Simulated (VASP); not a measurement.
Here is a VASP 6.6.1 calculation.

File INCAR:

```
PREC = Accurate
ENCUT = 520
EDIFF = 1E-6
ISMEAR = 1
SIGMA = 0.15
LREAL = False
LASPH = True
NELM = 150
ALGO = Normal
ISIF = 2
LWAVE = False
LCHARG = True
ISPIN = 2
MAGMOM = 4.2 4.2 4.2 4.2 4.2 -4.2 0 0
LORBIT = 11
LMAXMIX = 4
GGA = PS
LELF = True
LVHAR = True
NBANDS = 52
```

KPOINTS

```
regular mesh
0
Gamma
  6 6 6
```

File POSCAR:

```
Fe3Ge
1.0
    0.0000000000      5.7511710000      5.7511710000
    2.8755850000      0.0000000000      2.8755850000
    2.8755850000      2.8755850000      0.0000000000
Fe Ge
6 2
Direct
    0.2500000000      0.5000000000      0.5000000000
    0.1250000000      0.2500000000      0.2500000000
    0.3750000000      0.7500000000      0.7500000000
    0.7500000000      0.5000000000      0.5000000000
    0.6250000000      0.2500000000      0.2500000000
    0.8750000000      0.7500000000      0.7500000000
    0.0000000000      0.0000000000      0.0000000000
    0.5000000000      0.0000000000      0.0000000000
```

Potentials or basis: VASP PAW PBE potentials, release 64 (Fe, Ge_d).

Launch:

```console
$ cat potpaw_PBE.64/Fe/POTCAR potpaw_PBE.64/Ge_d/POTCAR > POTCAR
$ mpirun -np 1 vasp_std > vasp.out
```

(1) Estimate the pressure.

(2) Predict the net moment.

(3) Estimate the site moments.

## Answers

(1) -11.5 GPa.

(2) 11.00 μB per cell.

(3) Fe +2.54, +1.52 (each value once); Ge -0.08 μB.

Caveat: the cell stands under tension; the PAW data sets were made with another functional, which shifts forces and pressure a little.
